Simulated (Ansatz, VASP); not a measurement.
# Two plane-wave programs on Ru2W

```
Ru W
1.0
     0.00000    2.95313    2.95313
     2.95313    0.00000    2.95313
     2.95313    2.95313    0.00000
Ru W
2 1
Direct
  0.25000 0.25000 0.25000
  0.75000 0.75000 0.75000
  0.00000 0.00000 0.00000
```

Change from the starting cell: species swapped into the Al2Pt type (Fm-3m, No. 225).

Alike in both runs: functional PBE; k mesh 6 × 6 × 6; occupations gaussian, width 0.1 eV; no spin polarisation.

Ansatz relaxed the structure, and its values are those at the end. VASP's run is a single point on that final structure, the one shown.

|  | VASP | Ansatz |
| --- | --- | --- |
| version | VASP 6.6.1 | Ansatz 0.2.0 |
| potentials or method | VASP PAW PBE potentials, release 64 (Ru_pv, W_sv), cutoff 520 eV | scalar-relativistic, plane waves, PAW |
| valence electrons in the cell | 42 | 46 |

Ansatz gave:

```
gap on the k mesh at the Fermi level (eV) : none
pressure (GPa)                            : 0.1
```

Question: Estimate VASP's values.

Answer: gap on the k mesh at the Fermi level (eV): none; pressure (GPa): 0.6.

A gap of «none» marks a metal or a gap that the smearing closes. The functional is the same, so the differences come from potentials, cutoffs and numerics. VASP's potentials hold 42 valence electrons a cell and Ansatz's 46, so a difference there can come from the potentials and not from the codes.

Spin-orbit coupling is off throughout.
